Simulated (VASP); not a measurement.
Write the native input for VASP 6.6.1 that does the following.

```
Task                   : single point
Functional             : PBEsol
Potentials or basis    : VASP PAW PBE potentials, release 64 (Ge_d)
Cutoff                 : 520 eV
k mesh                 : 24 × 24 × 22
Occupations            : gaussian, width 0.15 eV
Spin                   : no spin polarisation
Dipole correction      : no
Further INCAR settings : ALGO = Normal; EDIFF = 1e-07; NBANDS = 13
```

The structure of Ge lies in POSCAR:

```
Ge
1.0
    1.3411274465     -2.4439162040      0.0000000000
    1.3411274465      2.4439162040      0.0000000000
    0.0000000000      0.0000000000      2.6823686988
Ge
1
Direct
    0.5000000000      0.5000000000      0.0000000000
```

This cell differs from its parent crystal: strain -0.030 along x and y, +0.015 along z.

The input as run:

INCAR

```
PREC = Accurate
ENCUT = 520
EDIFF = 1E-7
ISMEAR = 0
SIGMA = 0.15
LREAL = F
LASPH = T
NELM = 60
ALGO = Normal
ISIF = 2
LWAVE = F
LCHARG = F
GGA = PS
NBANDS = 13
```

KPOINTS

```
regular mesh
0
Gamma
  24 24 22
```

Potentials or basis: VASP PAW PBE potentials, release 64 (Ge_d).

Run with:

```sh
$ cat potpaw_PBE.64/Ge_d/POTCAR > POTCAR
$ mpirun -np 1 vasp_std > vasp.out
```

Results of the run:

- Pressure: 4.4 GPa
- Band gap on the k mesh: zero (band 7 reaches 13.72 eV, above the bottom of band 8 at 3.68 eV)

Caveat: the cell differs from its parent crystal (strain -0.030 along x and y, +0.015 along z); the PAW data sets were made with another functional, which shifts forces and pressure a little.

It took 85 s on 1 thread of Intel(R) Xeon(R) 6975P-C (Granite Rapids), with other jobs on the host, peak memory 0.48 GiB.
